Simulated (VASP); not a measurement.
# SiO2 (I-42d) in VASP: a series of runs, part 2 of 2

VASP 6.6.1.

## 3. Electric field gradients, PBE

File INCAR:

```
SYSTEM = SiO2
PREC = Accurate
ENCUT = 520
EDIFF = 1E-8
ISMEAR = -1
SIGMA = 0.03
LREAL = .FALSE.
LASPH = .TRUE.
NELM = 80
ALGO = Normal
ISIF = 2
LWAVE = .FALSE.
LCHARG = .FALSE.
GGA = PE
LEFG = .TRUE.
NBANDS = 25
```

File KPOINTS:

```
regular mesh
0
G
  7 7 7
  0 0 0
```

File POSCAR:

```
SiO2
1.0
   -2.3740500000      2.3740500000      3.7440000000
    2.3740500000     -2.3740500000      3.7440000000
    2.3740500000      2.3740500000     -3.7440000000
Si O
2 4
Direct
    0.0000000000      0.0000000000      0.0000000000
    0.7500000000      0.2500000000      0.5000000000
    0.9983800000      0.6250000000      0.8733800000
    0.3750000000      0.2483800000      0.3733800000
    0.7516200000      0.1250000000      0.1266200000
    0.8750000000      0.0016200000      0.6266200000
```

Potentials or basis: VASP PAW PBE potentials, release 64 (Si, O).

Run with:

```bash
> cat potpaw_PBE.64/Si/POTCAR potpaw_PBE.64/O/POTCAR > POTCAR
> mpirun -np 1 vasp_std > vasp.out
```

OUTCAR:

```text
SYSTEM = SiO2
   PREC = Accurate
   ENCUT = 520
   EDIFF = 1E-8
   ISMEAR = -1
   LREAL = .FALSE.
   LASPH = .TRUE.
   NELM = 80
   ISIF = 2
   GGA = PE

 ion  position               nearest neighbor table
   1  0.000  0.000  0.000-   3 1.62   4 1.62   5 1.62   6 1.62   2 3.02   2 3.02   2 3.02   2 3.02

   2  0.750  0.250  0.500-   3 1.62   4 1.62   5 1.62   6 1.62   1 3.02   1 3.02   1 3.02   1 3.02

   3  0.998  0.625  0.873-   1 1.62   2 1.62
   4  0.375  0.248  0.373-   1 1.62   2 1.62
   5  0.752  0.125  0.127-   1 1.62   2 1.62
   6  0.875  0.002  0.627-   1 1.62   2 1.62

  LATTYP: Found a body centered tetragonal cell.
 ALAT       =     4.7481000000
 C/A-ratio  =     1.5770518734

  Lattice vectors:

 A1 = (  -2.3740500000,   2.3740500000,   3.7440000000)
 A2 = (   2.3740500000,  -2.3740500000,   3.7440000000)
 A3 = (   2.3740500000,   2.3740500000,  -3.7440000000)

Analysis of symmetry for initial positions (statically):
=====================================================================
 Subroutine PRICEL returns:
 Original cell was already a primitive cell.

 Routine SETGRP: Setting up the symmetry group for a
 body centered tetragonal supercell.

 Subroutine GETGRP returns: Found  8 space group operations
 (whereof  4 operations were pure point group operations)
 out of a pool of 16 trial point group operations.

The static configuration has the point symmetry S_4 .
 The point group associated with its full space group is D_2d.

Analysis of symmetry for dynamics (positions and initial velocities):
=====================================================================
[... 854 lines left out ...]
  Total        2.2730682      2.2730682      1.2850532      0.0000000     -0.0000000      0.0000000
  in kB       43.1466904     43.1466904     24.3924905      0.0000000     -0.0000000      0.0000000
  external PRESSURE =      36.8952904 kB  Pullay stress =       0.0000000 kB

 VOLUME and BASIS-vectors are now :
 -----------------------------------------------------------------------------
  energy-cutoff  :      520.00
  volume of cell :       84.41
      direct lattice vectors                 reciprocal lattice vectors
    -2.374050000  2.374050000  3.744000000     0.000000000  0.210610560  0.133547009
     2.374050000 -2.374050000  3.744000000     0.210610560  0.000000000  0.133547009
     2.374050000  2.374050000 -3.744000000     0.210610560  0.210610560  0.000000000

 POSITION                                       TOTAL-FORCE (eV/Angst)
 -----------------------------------------------------------------------------------
      0.00000      0.00000      0.00000         0.000000      0.000000      0.000000
      0.00000      2.37405      1.87200         0.000000     -0.000000     -0.000000
      1.18702      2.95987      2.80800         0.000000      0.132807      0.000000
      0.58582      1.18702      0.93600         0.132807      0.000000      0.000000
     -1.18702      1.78823      2.80800         0.000000     -0.132807      0.000000
     -0.58582      3.56107      0.93600        -0.132807      0.000000      0.000000
 -----------------------------------------------------------------------------------
    total drift:                                0.000002      0.000002      0.000002

  FREE ENERGIE OF THE ION-ELECTRON SYSTEM (eV)
  ---------------------------------------------------
  free  energy   TOTEN  =       -47.3909456595 eV

  energy  without entropy=      -47.3909456595  energy(sigma->0) =      -47.39094566

 Electric field gradients (V/A^2)
---------------------------------------------------------------------
 ion       V_xx      V_yy      V_zz      V_xy      V_xz      V_yz
---------------------------------------------------------------------
   1       2.950     2.950    -5.900    -0.000    -0.000    -0.000
   2       2.950     2.950    -5.900    -0.000    -0.000    -0.000
   3      27.994   -28.226     0.232     0.003    69.992     0.002
   4     -28.226    27.994     0.232     0.003     0.002    69.992
   5      27.994   -28.226     0.232     0.003   -69.987     0.002
   6     -28.226    27.994     0.232     0.003     0.002   -69.987
---------------------------------------------------------------------

 Electric field gradients after diagonalization (V/A^2)
 (convention: |V_zz| > |V_xx| > |V_yy|)
----------------------------------------------------------------------
 ion       V_xx      V_yy      V_zz     asymmetry (V_yy - V_xx)/ V_zz
----------------------------------------------------------------------
   1       2.951     2.950    -5.900       0.000
   2       2.951     2.950    -5.900       0.000
   3     -57.243   -28.226    85.468       0.340
   4     -57.243   -28.226    85.468       0.340
   5     -57.237   -28.226    85.463       0.339
   6     -57.237   -28.226    85.463       0.339
----------------------------------------------------------------------

           NMR quadrupolar parameters

 Cq : quadrupolar parameter    Cq=e*Q*V_zz/h
 eta: asymmetry parameters     (V_yy - V_xx)/ V_zz
 Q  : nuclear electric quadrupole moment in mb (millibarn)
----------------------------------------------------------------------
 ion       Cq(MHz)       eta       Q (mb)
----------------------------------------------------------------------
   1      -0.014       0.000       1.000
   2      -0.014       0.000       1.000
   3       0.207       0.340       1.000
   4       0.207       0.340       1.000
   5       0.207       0.339       1.000
   6       0.207       0.339       1.000
----------------------------------------------------------------------
```

OSZICAR:

```text
N       E                     dE             d eps       ncg     rms          rms(c)
DAV:   1     0.174871330325E+03    0.17487E+03   -0.16338E+04  2000   0.115E+03
DAV:   2    -0.418649836534E+02   -0.21674E+03   -0.20742E+03  2664   0.274E+02
DAV:   3    -0.535547302653E+02   -0.11690E+02   -0.11639E+02  2700   0.652E+01
DAV:   4    -0.536659708829E+02   -0.11124E+00   -0.11120E+00  2407   0.728E+00
DAV:   5    -0.536672919534E+02   -0.13211E-02   -0.13209E-02  2679   0.782E-01    0.205E+01
DAV:   6    -0.473692379893E+02    0.62981E+01   -0.19681E+01  2440   0.283E+01    0.101E+01
DAV:   7    -0.473875066843E+02   -0.18269E-01   -0.70413E-01  2563   0.458E+00    0.357E+00
DAV:   8    -0.473831755125E+02    0.43312E-02   -0.35126E-02  2580   0.159E+00    0.138E+00
DAV:   9    -0.473897986622E+02   -0.66231E-02   -0.20020E-02  2467   0.106E+00    0.269E-01
DAV:  10    -0.473909322106E+02   -0.11335E-02   -0.17099E-03  2317   0.254E-01    0.783E-02
DAV:  11    -0.473909405716E+02   -0.83610E-05   -0.37149E-04  2541   0.139E-01    0.142E-02
DAV:  12    -0.473909441779E+02   -0.36063E-05   -0.14231E-05  2400   0.254E-02    0.111E-02
DAV:  13    -0.473909454287E+02   -0.12507E-05   -0.35067E-06  2375   0.125E-02    0.359E-03
DAV:  14    -0.473909456506E+02   -0.22192E-06   -0.13931E-07  2471   0.261E-03    0.107E-03
DAV:  15    -0.473909456671E+02   -0.16486E-07   -0.19638E-08  2120   0.974E-04    0.445E-04
DAV:  16    -0.473909456595E+02    0.75456E-08   -0.31293E-09  1807   0.386E-04
   1 F= -.47390946E+02 E0= -.47390946E+02  d E =-.140603E-10
```

Run time: 2.1 min. Hardware: 1 thread of Intel Xeon Platinum 8259CL at 2.50GHz (Skylake/Cascade Lake), shared host; peak memory 0.25 GiB.

Results:

| Item | Value |
| --- | --- |
| Free energy | -47.3909 eV |
| Pressure | 3.7 GPa |
| Largest force | 0.133 eV/Å |
| Band gap on the k mesh | 6.04 eV, direct |

Forces in eV/Å, atoms in the order of the input:
```
Si   0.000  0.000  0.000
Si   0.000  0.000  0.000
O    0.000  0.133  0.000
O    0.133  0.000  0.000
O    0.000 -0.133  0.000
O   -0.133  0.000  0.000
```

Electric field gradients, principal values (V/Å²):
| atom | least | middle | greatest (by size) |
| --- | --- | --- | --- |
| 1 Si | 2.950 | 2.951 | -5.900 |
| 2 Si | 2.950 | 2.951 | -5.900 |
| 3 O | -28.226 | -57.243 | 85.468 |
| 4 O | -28.226 | -57.243 | 85.468 |
| 5 O | -28.226 | -57.237 | 85.463 |
| 6 O | -28.226 | -57.237 | 85.463 |

Caveat: without QUAD_EFG the Cq values of the log hold for a quadrupole moment of 1 mb, not for the nuclei.
